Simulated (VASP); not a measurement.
# NaBe (Pm-3m) in VASP: notebook

NaBe is run at these levels: PBE; tasks: single point, relaxation of cell and atoms.

Everything below comes from runs of VASP 6.6.1. Logs are shortened: lines on timing, memory, paths and dates and some standing lists are left out, and cuts for length are marked.

### 1 The cell of the first run

The structure is cubic, space group Pm-3m (No. 221). The conventional cell has a = 3.382 Å, b = 3.382 Å, c = 3.382 Å, α = 90.00°, β = 90.00°, γ = 90.00°. Within 3.9 Å of Na (site symmetry m-3m) lie 8 Be at 2.93 Å and 6 Na at 3.38 Å. Within 3.9 Å of Be (site symmetry m-3m) lie 8 Na at 2.93 Å and 6 Be at 3.38 Å.

### 2 Single point, PBE

INCAR

```
SYSTEM = NaBe
PREC = Accurate
ENCUT = 520
EDIFF = 1E-7
ISMEAR = 0
SIGMA = 0.1
LREAL = .FALSE.
LASPH = .TRUE.
NELM = 60
ALGO = Fast
ISIF = 2
LWAVE = .FALSE.
LCHARG = .FALSE.
GGA = PE
NBANDS = 12
```

KPOINTS

```
regular mesh
0
G
  16 16 16
  0 0 0
```

POSCAR

```
NaBe
1.0
    3.3824480893      0.0000000000      0.0000000000
    0.0000000000      3.3824480893      0.0000000000
    0.0000000000      0.0000000000      3.3824480893
Na Be
1 1
Direct
    0.0000000000      0.0000000000      0.0000000000
    0.5000000000      0.5000000000      0.5000000000
```

Potentials or basis: VASP PAW PBE potentials, release 64 (Na_pv, Be).

Run with:

```sh
$ cat potpaw_PBE.64/Na_pv/POTCAR potpaw_PBE.64/Be/POTCAR > POTCAR
$ mpirun -np 1 vasp_std > vasp.out
```

OUTCAR:

```text
SYSTEM = NaBe
   PREC = Accurate
   ENCUT = 520
   EDIFF = 1E-7
   ISMEAR = 0
   LREAL = .FALSE.
   LASPH = .TRUE.
   NELM = 60
   ISIF = 2
   GGA = PE

 ion  position               nearest neighbor table
   1  0.000  0.000  0.000-
   2  0.500  0.500  0.500-

  LATTYP: Found a simple cubic cell.
 ALAT       =     3.3824480893

  Lattice vectors:

 A1 = (   3.3824480893,   0.0000000000,   0.0000000000)
 A2 = (   0.0000000000,   3.3824480893,   0.0000000000)
 A3 = (   0.0000000000,   0.0000000000,   3.3824480893)

Analysis of symmetry for initial positions (statically):
=====================================================================
 Subroutine PRICEL returns:
 Original cell was already a primitive cell.

 Routine SETGRP: Setting up the symmetry group for a
 simple cubic supercell.

 Subroutine GETGRP returns: Found 48 space group operations
 (whereof 48 operations were pure point group operations)
 out of a pool of 48 trial point group operations.

The static configuration has the point symmetry O_h .

Analysis of symmetry for dynamics (positions and initial velocities):
=====================================================================
 Subroutine PRICEL returns:
 Original cell was already a primitive cell.

 Routine SETGRP: Setting up the symmetry group for a
 simple cubic supercell.

 Subroutine GETGRP returns: Found 48 space group operations
 (whereof 48 operations were pure point group operations)
 out of a pool of 48 trial point group operations.

The dynamic configuration has the point symmetry O_h .

 Subroutine INISYM returns: Found 48 space group operations
 (whereof 48 operations are pure point group operations),
 and found     1 'primitive' translations

----------------------------------------------------------------------------------------

                                     Primitive cell

  volume of cell :      38.6984

  direct lattice vectors                    reciprocal lattice vectors
     3.382448089  0.000000000  0.000000000     0.295643857  0.000000000  0.000000000
     0.000000000  3.382448089  0.000000000     0.000000000  0.295643857  0.000000000
     0.000000000  0.000000000  3.382448089     0.000000000  0.000000000  0.295643857

  length of vectors
     3.382448089  3.382448089  3.382448089     0.295643857  0.295643857  0.295643857

  position of ions in fractional coordinates (direct lattice)
     0.000000000  0.000000000  0.000000000
     0.500000000  0.500000000  0.500000000

  ion indices of the primitive-cell ions
   primitive index   ion index
                 1           1
                 2           2

----------------------------------------------------------------------------------------

 KPOINTS: regular mesh

Automatic generation of k-mesh.
 Grid dimensions read from file:
 generate k-points for:   16   16   16

 Generating k-lattice:

  Cartesian coordinates                     Fractional coordinates (reciprocal lattice)
     0.018477741  0.000000000  0.000000000     0.062500000  0.000000000  0.000000000
     0.000000000  0.018477741  0.000000000     0.000000000  0.062500000  0.000000000
     0.000000000  0.000000000  0.018477741     0.000000000  0.000000000  0.062500000

  Length of vectors
     0.018477741  0.018477741  0.018477741

  Shift w.r.t. Gamma in fractional coordinates (k-lattice)
     0.000000000  0.000000000  0.000000000

 Subroutine IBZKPT returns following result:
 ===========================================

 Found    165 irreducible k-points:

 Following reciprocal coordinates:
            Coordinates               Weight
  0.000000  0.000000  0.000000      1.000000
  0.062500  0.000000  0.000000      6.000000
  0.125000  0.000000  0.000000      6.000000
  0.187500  0.000000  0.000000      6.000000
  0.250000  0.000000  0.000000      6.000000
  0.312500  0.000000  0.000000      6.000000
[... 16 lines left out ...]
  0.437500  0.125000  0.000000     24.000000
  0.500000  0.125000  0.000000     12.000000
 [... further k-points ...]
   k-points           NKPTS =    165   k-points in BZ     NKDIM =    165   number of bands    NBANDS=     12
   number of dos      NEDOS =    301   number of ions     NIONS =      2
   total plane-waves  NPLWV =  21952
   dimension x,y,z NGX =    28 NGY =   28 NGZ =   28
   dimension x,y,z NGXF=    56 NGYF=   56 NGZF=   56
   ions per type =               1   1
   NGX,Y,Z   is equivalent  to a cutoff of  13.76, 13.76, 13.76 a.u.
   NGXF,Y,Z  is equivalent  to a cutoff of  27.52, 27.52, 27.52 a.u.
 SYSTEM =  NaBe
   PREC   = accura    normal or accurate (medium, high low for compatibility)
   ISTART =      0    job   : 0-new  1-cont  2-samecut
   ICHARG =      2    charge: 1-file 2-atom 10-const
   ISPIN  =      1    spin polarized calculation?
   LNONCOLLINEAR =      F non collinear calculations
   LSORBIT =      F    spin-orbit coupling
   LASPH  =      T    aspherical Exc in radial PAW
   ENCUT  =  520.0 eV  38.22 Ry    6.18 a.u.   6.29  6.29  6.29*2*pi/ulx,y,z
   NELM   =     60;   NELMIN=  2; NELMDL= -5     # of ELM steps
   EDIFF  = 0.1E-06   stopping-criterion for ELM
   LREAL  =      F    real-space projection
   EDIFFG = 0.1E-05   stopping-criterion for IOM
   NSW    =      0    number of steps for IOM
   IBRION =     -1    ionic relax: 0-MD 1-quasi-New 2-CG
   NFREE  =      0    steps in history (QN), initial steepest desc. (CG)
   ISIF   =      2    stress and relaxation
   ISYM   =      2    0-nonsym 1-usesym 2-fastsym
   POTIM  = 0.5000    time-step for ionic-motion
   TEBEG  =    0.0;   TEEND  =   0.0 temperature during run
   PSTRESS=    0.0 pullay stress
   NELECT =       9.0000    total number of electrons
   NUPDOWN=      -1.0000    fix difference up-down
   EMIN   =  10.00;   EMAX   =-10.00  energy-range for DOS
   EFERMI =   0.00;   METHOD = LEGACY
   ISMEAR =     0;   SIGMA  =   0.10  broadening in eV -4-tet -1-fermi 0-gaus
   EFERMI_NEDOS =   21; number of points for ismear=-14 and -15
   IALGO  =     68    algorithm
   IMIX   =      4    mixing-type and parameters
     AMIX     =   0.40;   BMIX     =  1.00
     AMIX_MAG =   1.60;   BMIX_MAG =  1.00
  volume/ion in A,a.u.               =      19.35       130.57
  Fermi-wavevector in a.u.,A,eV,Ry     =   1.006757  1.902494 13.790308  1.013559
  Thomas-Fermi vector in A             =   2.139519
   LORBIT       =      0    0 simple, 1 ext, 2 COOP (PROOUT), +10 PAW based schemes
   GGA     = PE    functional components
   LHFCALC =     F    Hartree Fock is set to
   AEXX    =    0.0000 exact exchange contribution
   IVDW    =     0    specifies the selected vdW correction
   LEPSILON=     F    determine dielectric tensor
   LRPA    =     F    only Hartree local field effects (RPA)
 non-spin polarized calculation
 RMM-DIIS sequential band-by-band and
 Gauss-broadening in eV      SIGMA  =   0.10
  energy-cutoff  :      520.00
  volume of cell :       38.70
 maximum number of plane-waves:      1064
 NGX is ok and might be reduce to    28
   NGX = 13   NGY = 13   NGZ = 13

 number of electron       9.0000008 magnetization

 Free energy of the ion-electron system (eV)
  ---------------------------------------------------
  ext. energy  EPLUGINS =         0.00000000
  ---------------------------------------------------
  free energy    TOTEN  =        -3.15829894 eV

  energy without entropy =       -3.15321555  energy(sigma->0) =       -3.15575724

 E-fermi :   1.5941     XC(G=0):  -8.2071

 val. band max:        1.5783705855   @ k =   0.5000   0.5000   0.1875
 cond. band min:       1.6059181897   @ k =   0.5000   0.4375   0.3750
 fundamental gap:      0.0275476042
 Fermi energy:         1.5941189634

 k-point     1 :       0.0000    0.0000    0.0000
  band No.  band energies     occupation
      1     -21.9199      2.00000
      2     -21.9199      2.00000
      3     -21.9199      2.00000
      4      -4.0571      2.00000
      5       5.8366      0.00000
      6       5.8366      0.00000
      7       5.8366      0.00000
      8       8.6438      0.00000
      9       8.6438      0.00000
     10      11.8588      0.00000
     11      18.3174      0.00000
     12      18.3174      0.00000

 k-point     2 :       0.0625    0.0000    0.0000
  band No.  band energies     occupation
      1     -21.9222      2.00000
      2     -21.9196      2.00000
      3     -21.9196      2.00000
      4      -4.0100      2.00000
      5       5.3837      0.00000
      6       5.8639      0.00000
      7       5.8639      0.00000
      8       8.6949      0.00000
      9       9.0886      0.00000
     10      11.9365      0.00000
     11      17.8773      0.00000
     12      17.8838      0.00000

 k-point     3 :       0.1250    0.0000    0.0000
  band No.  band energies     occupation
      1     -21.9288      2.00000
      2     -21.9190      2.00000
      3     -21.9190      2.00000
      4      -3.8692      2.00000
      5       4.4619      0.00000
      6       5.9439      0.00000
      7       5.9439      0.00000
      8       8.8482      0.00000
      9       9.9458      0.00000
     10      12.1905      0.00000
     11      16.9727      0.00000
     12      16.9729      0.00000

 k-point     4 :       0.1875    0.0000    0.0000
  band No.  band energies     occupation
      1     -21.9388      2.00000
      2     -21.9181      2.00000
      3     -21.9181      2.00000
      4      -3.6362      2.00000
      5       3.4442      0.00000
      6       6.0702      0.00000
      7       6.0702      0.00000
      8       9.1037      0.00000
      9      10.7382      0.00000
     10      12.6524      0.00000
     11      15.9982      0.00000
     12      15.9982      0.00000

 k-point     5 :       0.2500    0.0000    0.0000
  band No.  band energies     occupation
      1     -21.9505      2.00000
      2     -21.9170      2.00000
      3     -21.9170      2.00000
      4      -3.3138      2.00000
      5       2.4402      0.00000
      6       6.2311      0.00000
      7       6.2311      0.00000
      8       9.4613      0.00000
      9      11.3204      0.00000
     10      13.2035      0.00000
     11      15.0923      0.00000
     12      15.0923      0.00000
[... 228 lines left out ...]
      1     -21.9609      2.00000
      2     -21.9245      2.00000
      3     -21.9151      2.00000
      4      -2.7285      2.00000
      5       1.6394      0.52229
      6       5.2880      0.00000
      7       6.5261      0.00000
      8      10.4609      0.00000
      9      11.5783      0.00000
     10      12.7726      0.00000
     11      14.3043      0.00000
     12      14.4359      0.00000

 k-point    22 :       0.3750    0.1250    0.0000
  band No.  band energies     occupation
      1     -21.9707      2.00000
      2     -21.9235      2.00000
      3     -21.9142      2.00000
      4      -2.2519      2.00000
      5       0.7749      2.00000
      6       5.5267      0.00000
      7       6.6948      0.00000
      8      10.4436      0.00000
      9      11.5925      0.00000
     10      13.0500      0.00000
     11      13.8321      0.00000
     12      13.8691      0.00000

 k-point    23 :       0.4375    0.1250    0.0000
  band No.  band energies     occupation
      1     -21.9772      2.00000
      2     -21.9228      2.00000
      3     -21.9136      2.00000
      4      -1.7385      2.00000
      5       0.0265      2.00000
      6       5.7122      0.00000
      7       6.8177      0.00000
      8      10.2106      0.00000
      9      11.9940      0.00000
     10      13.1907      0.00000
     11      13.3553      0.00000
     12      13.4451      0.00000

 k-point    24 :       0.5000    0.1250    0.0000
  band No.  band energies     occupation
      1     -21.9795      2.00000
      2     -21.9226      2.00000
      3     -21.9134      2.00000
      4      -1.4162      2.00000
      5      -0.3745      2.00000
      6       5.7838      0.00000
      7       6.8632      0.00000
      8      10.1002      0.00000
      9      12.3989      0.00000
     10      12.7984      0.00000
     11      13.3112      0.00000
     12      13.3720      0.00000

 [... further k-points ...]
[... 5 lines left out ...]
  --------------------------------------------------------------------------------------
  -------------------------------------------------------------------------------------
  Total        0.0184929      0.0184929      0.0184929     -0.0000000     -0.0000000     -0.0000000
  in kB        0.7656360      0.7656360      0.7656360     -0.0000000     -0.0000000     -0.0000000
  external PRESSURE =       0.7656360 kB  Pullay stress =       0.0000000 kB

 VOLUME and BASIS-vectors are now :
 -----------------------------------------------------------------------------
  energy-cutoff  :      520.00
  volume of cell :       38.70
      direct lattice vectors                 reciprocal lattice vectors
     3.382448089  0.000000000  0.000000000     0.295643857  0.000000000  0.000000000
     0.000000000  3.382448089  0.000000000     0.000000000  0.295643857  0.000000000
     0.000000000  0.000000000  3.382448089     0.000000000  0.000000000  0.295643857

 POSITION                                       TOTAL-FORCE (eV/Angst)
 -----------------------------------------------------------------------------------
      0.00000      0.00000      0.00000         0.000000      0.000000      0.000000
      1.69122      1.69122      1.69122         0.000000      0.000000      0.000000
 -----------------------------------------------------------------------------------
    total drift:                               -0.000000     -0.000000     -0.000000

  FREE ENERGIE OF THE ION-ELECTRON SYSTEM (eV)
  ---------------------------------------------------
  free  energy   TOTEN  =        -3.1582989418 eV

  energy  without entropy=       -3.1532155459  energy(sigma->0) =       -3.15575724
```

Run time: 2.5 min. Hardware: 1 thread of Intel Xeon 8259CL, shared host; peak memory 0.2 GiB.

What came out:

| Quantity | Value |
| --- | --- |
| Free energy | -3.1583 eV |
| Pressure | 0.1 GPa |
| Band gap on the k mesh | zero (an odd number of electrons rules out a gap without spin polarisation) |

### 3 Relaxation of cell and atoms, PBE

This run uses another cell than the first one, of 19.16 Å³/atom.

INCAR

```
  PREC = Accurate
  ENCUT = 600
  EDIFF = 1E-6
  ISMEAR = 0
  SIGMA = 0.1
  LREAL = F
  LASPH = T
  NELM = 100
  ALGO = Normal
  ISIF = 3
  LWAVE = F
  LCHARG = F
  GGA = PE
  IBRION = 2
  NSW = 100
  EDIFFG = -0.01
```

KPOINTS

```
Automatic mesh
0
Gamma
  16 16 16
```

POSCAR

```
NaBe
1.0
    3.3714070647      0.0000000000      0.0000000000
    0.0000000000      3.3714070647      0.0000000000
    0.0000000000      0.0000000000      3.3714070647
Na Be
1 1
Direct
    0.0000000000      0.0000000000      0.0000000000
    0.5000000000      0.5000000000      0.5000000000
```

Potentials or basis: VASP PAW PBE potentials, release 64 (Na_pv, Be).

Run with:

```sh
$ cat potpaw_PBE.64/Na_pv/POTCAR potpaw_PBE.64/Be/POTCAR > POTCAR
$ mpirun -np 1 vasp_std > vasp.out
```

OUTCAR:

```text
PREC = Accurate
   ENCUT = 600
   EDIFF = 1E-6
   ISMEAR = 0
   LREAL = F
   LASPH = T
   NELM = 100
   ISIF = 3
   GGA = PE
   IBRION = 2
   NSW = 100
   EDIFFG = -0.01

 ion  position               nearest neighbor table
   1  0.000  0.000  0.000-
   2  0.500  0.500  0.500-

  LATTYP: Found a simple cubic cell.
 ALAT       =     3.3714070647

  Lattice vectors:

 A1 = (   3.3714070647,   0.0000000000,   0.0000000000)
 A2 = (   0.0000000000,   3.3714070647,   0.0000000000)
 A3 = (   0.0000000000,   0.0000000000,   3.3714070647)

Analysis of symmetry for initial positions (statically):
=====================================================================
 Subroutine PRICEL returns:
 Original cell was already a primitive cell.

[... 285 lines left out ...]
  free energy    TOTEN  =        -3.15830262 eV

  energy without entropy =       -3.15320919  energy(sigma->0) =       -3.15575590

 E-fermi :   1.5819     XC(G=0):  -8.1983

 val. band max:        1.5671213120   @ k =   0.5000   0.5000   0.1875
 cond. band min:       1.5915244989   @ k =   0.5000   0.4375   0.3750
 fundamental gap:      0.0244031868
 Fermi energy:         1.5818770525

 k-point     1 :       0.0000    0.0000    0.0000
  band No.  band energies     occupation
      1     -21.9351      2.00000
      2     -21.9351      2.00000
      3     -21.9351      2.00000
      4      -4.0610      2.00000
      5       5.8152      0.00000
      6       5.8152      0.00000
      7       5.8152      0.00000
      8       8.6240      0.00000
[... 243 lines left out ...]
 k-point    24 :       0.5000    0.1250    0.0000
  band No.  band energies     occupation
      1     -21.9941      2.00000
      2     -21.9378      2.00000
      3     -21.9286      2.00000
      4      -1.4266      2.00000
      5      -0.3825      2.00000
      6       5.7630      0.00000
      7       6.8400      0.00000
      8      10.0729      0.00000

 [... further k-points ...]
[... 5 lines left out ...]
  --------------------------------------------------------------------------------------
  -------------------------------------------------------------------------------------
  Total       -0.0097653     -0.0097653     -0.0097653     -0.0000000     -0.0000000     -0.0000000
  in kB       -0.4031675     -0.4031675     -0.4031675     -0.0000000     -0.0000000     -0.0000000
  external PRESSURE =      -0.4031675 kB  Pullay stress =       0.0000000 kB
[... 17 lines left out ...]
  FREE ENERGIE OF THE ION-ELECTRON SYSTEM (eV)
  ---------------------------------------------------
  free  energy   TOTEN  =        -3.1583026193 eV

  energy  without entropy=       -3.1532091879  energy(sigma->0) =       -3.15575590

 reached required accuracy - stopping structural energy minimisation
```

CONTCAR:

```text
NaBe
   1.00000000000000
     3.3856150575317807   -0.0000000000000000   -0.0000000000000000
    -0.0000000000000000    3.3856150575317807    0.0000000000000000
    -0.0000000000000000    0.0000000000000000    3.3856150575317807
  Na              Be
     1     1
Direct
     0.0000000000000000    0.0000000000000000    0.0000000000000000
     0.5000000000000000    0.5000000000000000    0.5000000000000000

  0.00000000E+00  0.00000000E+00  0.00000000E+00
  0.00000000E+00  0.00000000E+00  0.00000000E+00
```

Wall time 3.4 min (1 thread of Intel Xeon 8259CL, shared host); peak memory 0.2 GiB.

Results:

```yaml
Free_energy: -3.1583 eV
Relaxed_volume: 19.40 Å³/atom
Relaxed_cell: a = 3.386 Å, b = 3.386 Å, c = 3.386 Å, α = 90.00°, β = 90.00°, γ = 90.00°
Space_group_after_relaxing_to_0.1_Å: Pm-3m (No. 221)
Energy_gained_by_relaxing: 0.2 meV/atom
Ionic_steps: 4
Pressure_after_relaxing: 0.0 GPa
Band_gap_on_the_k_mesh: zero (an odd number of electrons rules out a gap without spin polarisation)
```

Step by step:
| step | energy change (eV) | largest force (eV/Å) | pressure (GPa) | volume (Å³) |
| --- | --- | --- | --- | --- |
| 1 | 0.0000 | 0.0000 | 0.30 | 38.32 |
| 2 | -0.0003 | 0.0000 | 0.14 | 38.52 |
| 3 | -0.0004 | 0.0000 | 0.10 | 38.61 |
| 4 | -0.0004 | 0.0000 | -0.04 | 38.81 |

Final structure:
```
CELL_PARAMETERS angstrom
3.38562 0.00000 0.00000
0.00000 3.38562 0.00000
0.00000 0.00000 3.38562
ATOMIC_POSITIONS crystal
Na 0.00000 0.00000 0.00000
Be 0.50000 0.50000 0.50000
```

The gap in the log of VASP goes by the Fermi energy; the results here count the filled bands.